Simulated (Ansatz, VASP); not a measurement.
Two plane-wave programs on SnO2

```xyz
6
Lattice="3.1448 0.0164 -0.5225 -1.5400 2.7375 0.5438 -1.7213 0.9280 9.1048" Properties=species:S:1:pos:R:3 pbc="T T T"
Sn   -0.8608    0.4638    4.5527
Sn    0.0001    0.0002   -0.0003
O     0.5627    1.4877    3.4273
O     1.7437    0.8227    0.7947
O    -0.6794    2.1938    5.6996
O    -1.8599    2.8597    8.3308
```

Change from the starting cell: all atoms moved at random, sigma 0.02 Å a component, cell strained at random, sigma 0.06; relaxed back.

Alike in both runs: functional LDA; k mesh 12 × 12 × 2; occupations gaussian, width 0.05 eV; no spin polarisation.

Ansatz relaxed the structure, and its values are those at the end. VASP's run is a single point on that final structure, the one shown.

|  | VASP | Ansatz |
| --- | --- | --- |
| version | VASP 6.6.1 | Ansatz 0.2.0 |
| potentials or method | VASP PAW LDA potentials, release 64 (Sn_d, O), cutoff 520 eV | scalar-relativistic, plane waves, PAW |
| valence electrons in the cell | 52 | 52 |

```tsv
	VASP	Ansatz	Ansatz less VASP
gap on the k mesh at the Fermi level (eV)	1.77	1.76	-0.004
least direct gap on the mesh (eV)	1.79	1.78	-0.007
pressure (GPa)	0.9	0.0	-0.98
rms of the force components (eV/Å)	0.031	0.001	-0.0304
```

LDA's correlation is that of Perdew and Zunger in VASP and of Perdew and Wang (1992) in Ansatz.
